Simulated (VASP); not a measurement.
A run of VASP 6.6.1 is set up as follows.

Contents of INCAR:

```
PREC = Accurate ; ENCUT = 520
EDIFF = 1E-6 ; ISMEAR = 0
SIGMA = 0.1 ; LREAL = False
LASPH = True ; NELM = 80
ALGO = Normal ; ISIF = 2
LWAVE = False ; LCHARG = True
GGA = PE ; LELF = True
LVHAR = True ; NBANDS = 36
```

File KPOINTS:

```
regular mesh
0
Gamma
  4 4 2
```

POSCAR

```
SiC5
1.0
    3.2166342575      0.5660531221     -0.0495589738
    0.6108972509      5.3966190825     -0.5029099554
    0.1729860885      0.2429952943      9.6529728971
Si C
2 10
Direct
    0.4035664919      0.6230336477      0.7306195431
    0.6179175341      1.1661813727      0.2799482248
    0.4626607601      0.4984355562      0.5499081056
    0.5171150053      0.3861412942      0.9828908402
    0.6833083784      0.0700926270      0.7927837571
    0.2922909745      0.8043651366      0.1660999919
    0.5443211617      0.3272595043      0.1167104890
    0.5105597703      0.3928391097      0.4325632310
   -0.1917745508      0.8208348029      0.7629084902
    1.1993851240      0.9938368160      0.2625795269
    0.5531309209      0.3214929600      0.8364704764
    0.4075184296      0.5954871727      0.0865173241
```

Potentials or basis: VASP PAW PBE potentials, release 64 (Si, C).

The run is started by

```console
$ cat potpaw_PBE.64/Si/POTCAR potpaw_PBE.64/C/POTCAR > POTCAR
$ mpirun -np 1 vasp_std > vasp.out
```

(1) Estimate the largest force.

(2) What does it give for the band gap on the k mesh?

(3) Predict the pressure.

Answers

(1) 0.156 eV/Å.

(2) zero (bands 24 and 25 overlap by 0.42 eV).

(3) 0.1 GPa.

Caveat: the k points lie up to 0.50 Å⁻¹ apart; semilocal functionals underestimate gaps, so a narrow gap can read as zero.
